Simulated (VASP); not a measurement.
Ge, 8 atoms in the cell. It takes space group R-3 (No. 148, trigonal). The conventional cell has a = 10.151 Å, b = 10.151 Å, c = 5.808 Å, α = 90.00°, β = 90.00°, γ = 120.00°. Ge (site symmetry 3) has 5 Ge at 2.51 to 3.30 Å within 3.3 Å. Ge (site symmetry 1) has 4 Ge at 2.51 to 2.56 Å within 3.3 Å. 

```yaml
Program: VASP 6.6.1
Task: single point
Functional: LDA
Potentials_or_basis: VASP PAW LDA potentials, release 64 (Ge_d)
Cutoff: 520 eV
k_mesh: 9 × 9 × 9
Occupations: gaussian, width 0.15 eV
Spin: no spin polarisation
Dipole_correction: no
Further_INCAR_settings: ALGO = Fast; EDIFF = 1e-06; NBANDS = 66
```

Potentials or basis: VASP PAW LDA potentials, release 64 (Ge_d).

Launch:

```bash
$ cat potpaw_LDA.64/Ge_d/POTCAR > POTCAR
$ mpirun -np 1 vasp_std > vasp.out
```

Hardware: 1 thread of Oxide Virtual Turin-like Processor (shared host).

How long does it take, and how much memory?

It took 50 min on 1 thread of Oxide Virtual Turin-like Processor, on a shared host, peak memory 0.87 GiB. Counts: scf iterations 14, k points 125.
